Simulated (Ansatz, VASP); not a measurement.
## Zr4B in VASP and in Ansatz

Contents of INCAR:

```
ALGO = Fast
EDIFF = 1E-7
ENCUT = 520
GGA = PE
ISIF = 2
ISMEAR = 0
ISPIN = 2
LASPH = T
LCHARG = F
LMAXMIX = 4
LORBIT = 11
LREAL = F
LWAVE = F
MAGMOM = 1 1 1 1 0
NBANDS = 38
NELM = 150
PREC = Accurate
SIGMA = 0.1
```

File KPOINTS:

```
k-points
0
Gamma
  4 4 4
```

POSCAR

```
Zr4B
1.0
    4.6936595567      0.0000000000      0.0000000000
    0.0000000000      4.6936595567      0.0000000000
    0.0000000000      0.0000000000      4.6936595567
Zr B
4 1
Direct
    0.5000000000      0.0000000000      0.0000000000
    0.0000000000      0.5000000000      0.0000000000
    0.0000000000      0.0000000000      0.5000000000
    0.5000000000      0.5000000000      0.5000000000
    0.0000000000      0.0000000000      0.0000000000
```

Input for Ansatz:

```yaml
crystal:
  lattice:
    - [4.6936595567, 0.0, 0.0]
    - [0.0, 4.6936595567, 0.0]
    - [0.0, 0.0, 4.6936595567]
  atoms:
    - { symbol: Zr, position: [0.5, 0.0, 0.0], spin: 1.0 }
    - { symbol: Zr, position: [0.0, 0.5, 0.0], spin: 1.0 }
    - { symbol: Zr, position: [0.0, 0.0, 0.5], spin: 1.0 }
    - { symbol: Zr, position: [0.5, 0.5, 0.5], spin: 1.0 }
    - { symbol: B, position: [0.0, 0.0, 0.0] }
basis:
  ecutwfc: 420
kpoints:
  mp_grid: { grid: [4, 4, 4] }
hamiltonian:
  xc: pbe
scf:
  occupations: { method: gaussian, width: 0.1 }
  lower_state_search: "off"
output:
  forces: true
  stress: true
  eigenvalues: true
  populations: true
magnetization:
  spin_polarized: true
```

Change from the starting cell: species swapped into the Co4N type (Pm-3m, No. 221).

Alike in both runs: task single point; functional PBE; k mesh 4 × 4 × 4; occupations gaussian, width 0.1 eV; collinear spin.

|  | VASP | Ansatz |
| --- | --- | --- |
| version | VASP 6.6.1 | Ansatz 0.2.0 |
| potentials or method | VASP PAW PBE potentials, release 64 (Zr_sv, B), cutoff 520 eV | scalar-relativistic, plane waves, PAW |
| valence electrons in the cell | 51 | 51 |

|  | VASP | Ansatz | Ansatz less VASP |
| --- | --- | --- | --- |
| gap on the k mesh at the Fermi level (eV) | none | none | - |
| pressure (GPa) | 0.4 | 0.3 | -0.04 |
| net moment per atom (μB) | 0.00 | 0.00 | 0.000 |

A gap of «none» marks a metal or a gap that the smearing closes. With one functional, cell and mesh, what is left measures potentials, basis and numerics. Ansatz's warnings: seeded moment not kept.
